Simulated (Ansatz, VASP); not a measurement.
## HfN: VASP beside Ansatz

```
CELL_PARAMETERS angstrom
0.00000 2.36331 2.36331
2.36331 0.00000 2.36331
2.36331 2.36331 0.00000
ATOMIC_POSITIONS crystal
Hf 0.00000 0.00000 0.00000
N 0.50000 0.50000 0.50000
```

Change from the starting cell: strain +0.050 along x and y, +0.050 along z, atoms carried along.

Alike in both runs: task single point; functional PBEsol; k mesh 22 × 22 × 22; occupations gaussian, width 0.15 eV; no spin polarisation.

|  | VASP | Ansatz |
| --- | --- | --- |
| version | VASP 6.6.1 | Ansatz 0.2.0 |
| potentials or method | VASP PAW PBE potentials, release 64 (Hf_pv, N), cutoff 600 eV | scalar-relativistic, plane waves, PAW |
| valence electrons in the cell | 15 | 31 |

|  | VASP | Ansatz | Ansatz less VASP |
| --- | --- | --- | --- |
| gap on the k mesh at the Fermi level (eV) | none | none | - |
| pressure (GPa) | -32.3 | -30.4 | +1.87 |

VASP's potentials were made for PBE, not for PBEsol. A gap of «none» marks a metal or a gap that the smearing closes. Both programs put the cell under strong tension, so it lies far from rest at this level. VASP's potentials hold 15 valence electrons a cell and Ansatz's 31, so a difference there can come from the potentials and not from the codes.

Neither program's run includes spin-orbit coupling. Noted on VASP's run: the cell as given lies far from equilibrium.
